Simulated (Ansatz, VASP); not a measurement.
## MoS2 in VASP and in Ansatz

File POSCAR:

```
MoS2
1.0
    1.6078590702      0.9282978670      6.2864253795
   -1.6078590702      0.9282978670      6.2864253795
    0.0000000000     -1.8565957340      6.2864253795
Mo S
1 2
Direct
    0.0000000000      0.0000000000      0.0000000000
    0.7490867719      0.7490867719      0.7490867719
    0.2509132281      0.2509132281      0.2509132281
```

The input INCAR.step1:

```
SYSTEM = MoS2
ALGO     = Normal         ! electronic algorithm
EDIFF    = 1E-4           ! SCF threshold, eV
ENCUT    = 520            ! plane-wave cutoff, eV
GGA      = PE             ! functional
ISMEAR   = 0              ! smearing method
LASPH    = .True.         ! aspherical terms in the spheres
LCHARG   = .False.        ! write CHGCAR
LREAL    = .False.        ! projectors in reciprocal space
LWAVE    = .True.         ! write WAVECAR
NBANDS   = 20             ! bands
NELM     = 100            ! most SCF steps
PREC     = Accurate       ! precision mode
SIGMA    = 0.1            ! smearing width, eV
```

INCAR.step2

```
SYSTEM = MoS2
ALGO     = Normal         ! electronic algorithm
EDIFF    = 1E-6           ! SCF threshold, eV
ENCUT    = 520            ! plane-wave cutoff, eV
ISIF     = 2              ! what is computed and relaxed
ISMEAR   = 0              ! smearing method
ISTART   = 1            
LASPH    = .True.         ! aspherical terms in the spheres
LCHARG   = .False.        ! write CHGCAR
LMIXTAU  = .True.       
LREAL    = .False.        ! projectors in reciprocal space
LWAVE    = .False.        ! write WAVECAR
METAGGA  = R2SCAN         ! meta-GGA
NBANDS   = 20             ! bands
NELM     = 100            ! most SCF steps
PREC     = Accurate       ! precision mode
SIGMA    = 0.1            ! smearing width, eV
```

Contents of KPOINTS:

```
k-points
0
Gamma
  18 18 18
  0 0 0
```

Input for Ansatz:

```yaml
crystal:
  lattice:
    - [1.6078590702, 0.928297867, 6.2864253795]
    - [-1.6078590702, 0.928297867, 6.2864253795]
    - [0.0, -1.856595734, 6.2864253795]
  atoms:
    - { symbol: Mo, position: [0.0, 0.0, 0.0] }
    - { symbol: S, position: [0.7490867719, 0.7490867719, 0.7490867719] }
    - { symbol: S, position: [0.2509132281, 0.2509132281, 0.2509132281] }
basis:
  ecutwfc: 500
kpoints:
  mp_grid: { grid: [18, 18, 18] }
  band_path:
    path:
      - [[0.0, 0.0, 0.0], [0.5, 0.5, 0.5], [0.8187963, 0.1812037, 0.5]]
      - [[0.5, -0.1812037, 0.1812037], [0.5, 0.0, 0.0], [0.0, 0.0, 0.0], [0.34060185, -0.34060185, 0.0]]
      - [[0.65939815, 0.0, 0.34060185], [0.5, 0.0, 0.5], [0.0, 0.0, 0.0]]
    npoints: 14
hamiltonian:
  xc: r2scan
scf:
  occupations: { method: gaussian, width: 0.1 }
  n_extra_bands: 7
output:
  forces: true
  stress: true
  eigenvalues: true
  populations: true
  dos: { projected: true, de: 0.02, nscf_kmesh: { grid: [27, 27, 27] } }
  bader: true
```

Alike in both runs: task single point; functional r2SCAN; k mesh 18 × 18 × 18; occupations gaussian, width 0.1 eV; no spin polarisation.

```csv
,VASP,Ansatz
version,VASP 6.6.1,Ansatz 0.2.0
potentials or method,"VASP PAW PBE potentials, release 64 (Mo_sv, S), cutoff 520 eV","scalar-relativistic, plane waves, PAW"
valence electrons in the cell,26,26
```

|  | VASP | Ansatz | Ansatz less VASP |
| --- | --- | --- | --- |
| gap on the k mesh at the Fermi level (eV) | none | none | - |
| pressure (GPa) | 0.1 | 0.0 | -0.04 |
| rms of the force components (eV/Å) | 0.004 | 0.001 | -0.0025 |

VASP's potentials were made for PBE, not for r2SCAN. Atom by atom the forces differ by 0.003 eV/Å (rms over components). A gap of «none» marks a metal or a gap that the smearing closes.
